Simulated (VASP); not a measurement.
# Ba (P6_3/mmc) in VASP: further runs

Runs on Ba. Level: PBEsol. Tasks: relaxation of shape and atoms at fixed volume.

Program: VASP 6.6.1. These are calculated values, not measurements. Logs are shortened: lines on timing, memory, paths and dates and some standing lists are left out, and cuts for length are marked.

## Step 1: The cell of the first run

Symmetry: P6_3/mmc, No. 194, hexagonal system. The conventional cell has a = 3.204 Å, b = 3.204 Å, c = 5.227 Å, α = 90.00°, β = 90.00°, γ = 120.00°. Ba (site symmetry -6m2) has 12 Ba at 3.20 Å within 4.2 Å.

This isn't the form of Ba at room conditions, which is bcc.

## Step 2: Relaxation of shape and atoms at fixed volume, PBEsol

File INCAR:

```
SYSTEM = Ba
PREC = Accurate
ENCUT = 600
EDIFF = 1E-6
ISMEAR = -1
SIGMA = 0.08
LREAL = .FALSE.
LASPH = .TRUE.
NELM = 100
ALGO = Normal
ISIF = 4
LWAVE = .FALSE.
LCHARG = .FALSE.
GGA = PS
IBRION = 2
NSW = 50
EDIFFG = -0.005
```

File KPOINTS:

```
regular mesh
0
G
  10 10 6
  0 0 0
```

File POSCAR:

```
Ba
1.0
    3.2035377590      0.0000000000      0.0000000000
   -1.6017688795      2.7743450813      0.0000000000
    0.0000000000      0.0000000000      5.2268283988
Ba
2
Direct
    0.3333333333      0.6666666667      0.2500000000
    0.6666666667      0.3333333333      0.7500000000
```

Potentials or basis: VASP PAW PBE potentials, release 64 (Ba_sv).

Started as:

```
> cat potpaw_PBE.64/Ba_sv/POTCAR > POTCAR
> mpirun -np 1 vasp_std > vasp.out
```

OUTCAR:

```text
SYSTEM = Ba
   PREC = Accurate
   ENCUT = 600
   EDIFF = 1E-6
   ISMEAR = -1
   LREAL = .FALSE.
   LASPH = .TRUE.
   NELM = 100
   ISIF = 4
   GGA = PS
   IBRION = 2
   NSW = 50
   EDIFFG = -0.005

 ion  position               nearest neighbor table
   1  0.333  0.667  0.250-   2 3.20   2 3.20   2 3.20   2 3.20   2 3.20   2 3.20   2 4.53   2 4.53
                             2 4.53   2 4.53   2 4.53   2 4.53
   2  0.667  0.333  0.750-   1 3.20   1 3.20   1 3.20   1 3.20   1 3.20   1 3.20   1 4.53   1 4.53
                             1 4.53   1 4.53   1 4.53   1 4.53

  LATTYP: Found a hexagonal cell.
 ALAT       =     3.2035377590
 C/A-ratio  =     1.6315800818

  Lattice vectors:

 A1 = (   3.2035377590,   0.0000000000,   0.0000000000)
 A2 = (  -1.6017688795,   2.7743450813,   0.0000000000)
 A3 = (   0.0000000000,   0.0000000000,   5.2268283988)

Analysis of symmetry for initial positions (statically):
=====================================================================
 Subroutine PRICEL returns:
 Original cell was already a primitive cell.

 Routine SETGRP: Setting up the symmetry group for a
 hexagonal supercell.

 Subroutine GETGRP returns: Found 24 space group operations
 (whereof 12 operations were pure point group operations)
 out of a pool of 24 trial point group operations.

The static configuration has the point symmetry D_3d.
 The point group associated with its full space group is D_6h.

Analysis of symmetry for dynamics (positions and initial velocities):
=====================================================================
 Subroutine PRICEL returns:
 Original cell was already a primitive cell.

 Routine SETGRP: Setting up the symmetry group for a
 hexagonal supercell.

 Subroutine GETGRP returns: Found 24 space group operations
 (whereof 12 operations were pure point group operations)
 out of a pool of 24 trial point group operations.

The dynamic configuration has the point symmetry D_3d.
 The point group associated with its full space group is D_6h.

 Subroutine INISYM returns: Found 24 space group operations
 (whereof 12 operations are pure point group operations),
 and found     1 'primitive' translations

----------------------------------------------------------------------------------------

                                     Primitive cell

  volume of cell :      46.4546

  direct lattice vectors                    reciprocal lattice vectors
     3.203537759  0.000000000  0.000000000     0.312154897  0.180222714  0.000000000
    -1.601768880  2.774345081  0.000000000     0.000000000  0.360445428  0.000000000
     0.000000000  0.000000000  5.226828399     0.000000000  0.000000000  0.191320610

  length of vectors
     3.203537759  3.203537759  5.226828399     0.360445428  0.360445428  0.191320610

  position of ions in fractional coordinates (direct lattice)
     0.333333333  0.666666667  0.250000000
     0.666666667  0.333333333  0.750000000

  ion indices of the primitive-cell ions
   primitive index   ion index
                 1           1
                 2           2

----------------------------------------------------------------------------------------

 KPOINTS: regular mesh

Automatic generation of k-mesh.
 Grid dimensions read from file:
 generate k-points for:   10   10    6

 Generating k-lattice:

  Cartesian coordinates                     Fractional coordinates (reciprocal lattice)
     0.031215490  0.018022271  0.000000000     0.100000000  0.000000000  0.000000000
     0.000000000  0.036044543  0.000000000     0.000000000  0.100000000  0.000000000
     0.000000000  0.000000000  0.031886768     0.000000000  0.000000000  0.166666667

  Length of vectors
     0.036044543  0.036044543  0.031886768

  Shift w.r.t. Gamma in fractional coordinates (k-lattice)
     0.000000000  0.000000000  0.000000000

 Subroutine IBZKPT returns following result:
 ===========================================

 Found     56 irreducible k-points:

 Following reciprocal coordinates:
            Coordinates               Weight
  0.000000  0.000000  0.000000      1.000000
  0.100000  0.000000  0.000000      6.000000
  0.200000  0.000000  0.000000      6.000000
  0.300000  0.000000  0.000000      6.000000
  0.400000  0.000000  0.000000      6.000000
  0.500000  0.000000  0.000000      3.000000
[... 16 lines left out ...]
  0.300000  0.100000  0.166667     24.000000
  0.400000  0.100000  0.166667     24.000000
 [... further k-points ...]
   k-points           NKPTS =     56   k-points in BZ     NKDIM =     56   number of bands    NBANDS=     14
   number of dos      NEDOS =    301   number of ions     NIONS =      2
   total plane-waves  NPLWV =  32928
   dimension x,y,z NGX =    28 NGY =   28 NGZ =   42
   dimension x,y,z NGXF=    56 NGYF=   56 NGZF=   84
   ions per type =               2
   NGX,Y,Z   is equivalent  to a cutoff of  14.53, 14.53, 13.36 a.u.
   NGXF,Y,Z  is equivalent  to a cutoff of  29.06, 29.06, 26.72 a.u.
 SYSTEM =  Ba
   PREC   = accura    normal or accurate (medium, high low for compatibility)
   ISTART =      0    job   : 0-new  1-cont  2-samecut
   ICHARG =      2    charge: 1-file 2-atom 10-const
   ISPIN  =      1    spin polarized calculation?
   LNONCOLLINEAR =      F non collinear calculations
   LSORBIT =      F    spin-orbit coupling
   LASPH  =      T    aspherical Exc in radial PAW
   ENCUT  =  600.0 eV  44.10 Ry    6.64 a.u.   6.40  6.40 10.44*2*pi/ulx,y,z
   NELM   =    100;   NELMIN=  2; NELMDL= -5     # of ELM steps
   EDIFF  = 0.1E-05   stopping-criterion for ELM
   LREAL  =      F    real-space projection
   EDIFFG = -.5E-02   stopping-criterion for IOM
   NSW    =     50    number of steps for IOM
   IBRION =      2    ionic relax: 0-MD 1-quasi-New 2-CG
   NFREE  =      1    steps in history (QN), initial steepest desc. (CG)
   ISIF   =      4    stress and relaxation
   ISYM   =      2    0-nonsym 1-usesym 2-fastsym
   POTIM  = 0.5000    time-step for ionic-motion
   TEBEG  =    0.0;   TEEND  =   0.0 temperature during run
   PSTRESS=    0.0 pullay stress
   NELECT =      20.0000    total number of electrons
   NUPDOWN=      -1.0000    fix difference up-down
   EMIN   =  10.00;   EMAX   =-10.00  energy-range for DOS
   EFERMI =   0.00;   METHOD = LEGACY
   ISMEAR =    -1;   SIGMA  =   0.08  broadening in eV -4-tet -1-fermi 0-gaus
   EFERMI_NEDOS =   21; number of points for ismear=-14 and -15
   IALGO  =     38    algorithm
   IMIX   =      4    mixing-type and parameters
     AMIX     =   0.40;   BMIX     =  1.00
     AMIX_MAG =   1.60;   BMIX_MAG =  1.00
  volume/ion in A,a.u.               =      23.23       156.75
  Fermi-wavevector in a.u.,A,eV,Ry     =   1.236162  2.336007 20.791007  1.528096
  Thomas-Fermi vector in A             =   2.370782
   LORBIT       =      0    0 simple, 1 ext, 2 COOP (PROOUT), +10 PAW based schemes
   GGA     = PS    functional components
   LHFCALC =     F    Hartree Fock is set to
   AEXX    =    0.0000 exact exchange contribution
   IVDW    =     0    specifies the selected vdW correction
   LEPSILON=     F    determine dielectric tensor
   LRPA    =     F    only Hartree local field effects (RPA)
 conjugate gradient relaxation of ions
 non-spin polarized calculation
  energy-cutoff  :      600.00
  volume of cell :       46.45
 maximum number of plane-waves:      1578
 NGX is ok and might be reduce to    28
   NGX = 13   NGY = 13   NGZ = 21

--------------------------------------- Ionic step        1  -------------------------------------------

 number of electron      20.0000000 magnetization

 Free energy of the ion-electron system (eV)
  ---------------------------------------------------
  ext. energy  EPLUGINS =         0.00000000
  ---------------------------------------------------
  free energy    TOTEN  =        -0.73893446 eV

  energy without entropy =       -0.69812558  energy(sigma->0) =       -0.71853002

------------------------ aborting loop because EDIFF is reached ----------------------------------------

  FORCE on cell =-STRESS in cart. coord.  units (eV):
  Direction    XX          YY          ZZ          XY          YZ          ZX
  --------------------------------------------------------------------------------------
  -------------------------------------------------------------------------------------
  Total       10.9053020     10.9053020      9.8456042      0.0000000      0.0000000      0.0000000
  in kB      376.1141837    376.1141837    339.5661465      0.0000000      0.0000000      0.0000000
  external PRESSURE =     363.9315046 kB  Pullay stress =       0.0000000 kB
[... 57 lines left out ...]
  energy  without entropy=       -0.7080558795  energy(sigma->0) =       -0.72892284

--------------------------------------- Ionic step        3  -------------------------------------------

 number of electron      20.0000000 magnetization

 Free energy of the ion-electron system (eV)
  ---------------------------------------------------
  ext. energy  EPLUGINS =         0.00000000
  ---------------------------------------------------
  free energy    TOTEN  =        -0.75068605 eV

  energy without entropy =       -0.70901241  energy(sigma->0) =       -0.72984923

 E-fermi :   7.1177     XC(G=0): -11.5451

 val. band max:        7.0999261461   @ k =   0.3000   0.0000   0.3333
 cond. band min:       7.1211498986   @ k =   0.4000   0.1000   0.3333
 fundamental gap:      0.0212237525
 Fermi energy:         7.1176624626

 k-point     1 :       0.0000    0.0000    0.0000
  band No.  band energies     occupation
      1     -22.7660      2.00000
      2     -21.0798      2.00000
      3     -10.0890      2.00000
      4      -5.1168      2.00000
      5      -5.1168      2.00000
      6      -4.2274      2.00000
      7      -4.2274      2.00000
      8      -3.8937      2.00000
      9       5.0408      2.00000
     10       6.3988      1.99975
     11       9.0242      0.00000
     12       9.0242      0.00000
     13       9.6394      0.00000
     14      10.5115      0.00000
[... 375 lines left out ...]
 k-point    24 :       0.4000    0.1000    0.1667
  band No.  band energies     occupation
      1     -21.2950      2.00000
      2     -20.7685      2.00000
      3      -9.5123      2.00000
      4      -8.5998      2.00000
      5      -7.4398      2.00000
      6      -6.6385      2.00000
      7      -5.6983      2.00000
      8      -5.2349      2.00000
      9       4.8261      2.00000
     10       5.0856      2.00000
     11       7.6459      0.00271
     12       8.6787      0.00000
     13       9.6753      0.00000
     14      12.0118      0.00000

 [... further k-points ...]

------------------------ aborting loop because EDIFF is reached ----------------------------------------

  FORCE on cell =-STRESS in cart. coord.  units (eV):
  Direction    XX          YY          ZZ          XY          YZ          ZX
  --------------------------------------------------------------------------------------
  -------------------------------------------------------------------------------------
  Total       10.6265696     10.6265696     10.6364770     -0.0000000      0.0000000     -0.0000000
  in kB      366.5009516    366.5009516    366.8426484     -0.0000000      0.0000000     -0.0000000
  external PRESSURE =     366.6148505 kB  Pullay stress =       0.0000000 kB
[... 17 lines left out ...]
  FREE ENERGIE OF THE ION-ELECTRON SYSTEM (eV)
  ---------------------------------------------------
  free  energy   TOTEN  =        -0.7506860471 eV

  energy  without entropy=       -0.7090124055  energy(sigma->0) =       -0.72984923

 reached required accuracy - stopping structural energy minimisation
```

Run time: 76 s. Hardware: 1 thread of Oxide Virtual Turin-like, shared host; peak memory 0.17 GiB.

What came out:

| Quantity | Value |
| --- | --- |
| Free energy | -0.7507 eV |
| Energy gained by relaxing | 5.9 meV/atom |
| Ionic steps | 3 |
| Pressure after relaxing | 36.7 GPa |
| Band gap on the k mesh | zero (bands 10 and 11 overlap by 2.11 eV) |

Step by step:
```
step  energy change (eV)  largest force (eV/Å)  pressure (GPa)  volume (Å³)
   1              0.0000                0.0000           36.39        46.45
   2             -0.0109                0.0000           36.51        46.45
   3             -0.0118                0.0000           36.66        46.45
```

Final structure:
```yaml
crystal:
  lattice:
    - [3.24262, 0.00000, 0.00000]
    - [-1.62131, 2.80819, 0.00000]
    - [0.00000, 0.00000, 5.10158]
  atoms:
    - { symbol: Ba, position: [0.33333, 0.66667, 0.25000] }
    - { symbol: Ba, position: [0.66667, 0.33333, 0.75000] }
```

Levels at points of the mesh, in eV from the Fermi level:
```
           k point  band 6  band 7  band 8  band 9  band 10  band 11  band 12  band 13  band 14
(0.00, 0.00, 0.00)  -11.35  -11.35  -11.01   -2.08    -0.72     1.91     1.91     2.52     3.39
(0.50, 0.00, 0.00)  -13.63  -13.08  -11.96   -3.21    -1.44    -0.50     1.36     4.64     5.17
(0.00, 0.00, 0.50)  -11.80  -11.80  -11.80   -0.69    -0.69     1.75     1.75     1.75     1.75
(0.50, 0.00, 0.50)  -12.89  -12.74  -12.74   -2.21    -2.21    -0.87    -0.87     4.84     4.84
```

Caveat: the PAW data sets were made with another functional, which shifts forces and pressure a little; spin-orbit coupling is left out, which moves the levels of the heavy elements.

(Continued in part 2 of 2.)

The gap in the log of VASP goes by the Fermi energy; the results here count the filled bands.